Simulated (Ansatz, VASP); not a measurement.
## One calculation of PbS, two programs

```
CELL_PARAMETERS angstrom
2.89700 -2.85589 0.00061
2.98400 2.94411 0.08761
-0.90441 0.15944 11.69309
ATOMIC_POSITIONS crystal
Pb 0.77560 0.77560 0.63638
Pb 0.22440 0.22440 0.36362
S 0.26840 0.26840 0.59860
S 0.73160 0.73160 0.40140
```

Change from the starting cell: equal xy, yz and zx shear strains of +3 %.

Alike in both runs: task single point; functional PBE; k mesh 7 × 7 × 3; occupations fermi-dirac, width 0.01 eV; no spin polarisation.

|  | VASP | Ansatz |
| --- | --- | --- |
| version | VASP 6.6.1 | Ansatz 0.2.0 |
| potentials or method | VASP PAW PBE potentials, release 64 (Pb_d, S), cutoff 520 eV | all-electron LAPW, scalar-relativistic |

Ansatz gave:

| Item | Value |
| --- | --- |
| gap on the k mesh at the Fermi level (eV) | 1.25 |
| rms of the force components (eV/Å) | 0.175 |

**Question.** Which values does VASP return?

**Answer.** gap on the k mesh at the Fermi level (eV): 1.25; rms of the force components (eV/Å): 0.176.

Atom by atom the forces differ by 0.002 eV/Å (rms over components). Ansatz ran all-electron here, and VASP with PAW potentials.

Spin-orbit coupling is off throughout.
